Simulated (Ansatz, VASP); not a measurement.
# LiCl: VASP beside Ansatz

```
Li Cl
1.0
     3.32870    0.00000    0.00000
     0.00000    3.32870    0.00000
     0.00000    0.00000    3.32870
Li Cl
1 1
Direct
  0.00000 0.00000 0.00000
  0.50000 0.50000 0.50000
```

Change from the starting cell: hydrostatic strain +1.8%.

Alike in both runs: task single point; functional HSE06; k mesh 6 × 6 × 6; no spin polarisation.

|  | VASP | Ansatz |
| --- | --- | --- |
| version | VASP 6.6.1 | Ansatz 0.2.0 |
| potentials or method | VASP PAW PBE potentials, release 64 (Li_sv, Cl) | plane waves, PAW |
| plane-wave cutoff (eV) | 520 | 420 |
| occupations | gaussian, width 0.01 eV | fixed |
| valence electrons in the cell | 10 | 10 |

|  | VASP | Ansatz | Ansatz less VASP |
| --- | --- | --- | --- |
| gap on the k mesh at the Fermi level (eV) | 5.48 | 5.47 | -0.009 |

Ansatz's warnings: stress exchange threshold loose, stress scf threshold loose.

Noted on VASP's run: the cutoff is under 1.25 times that of the potentials, so the pressure is a little rough.
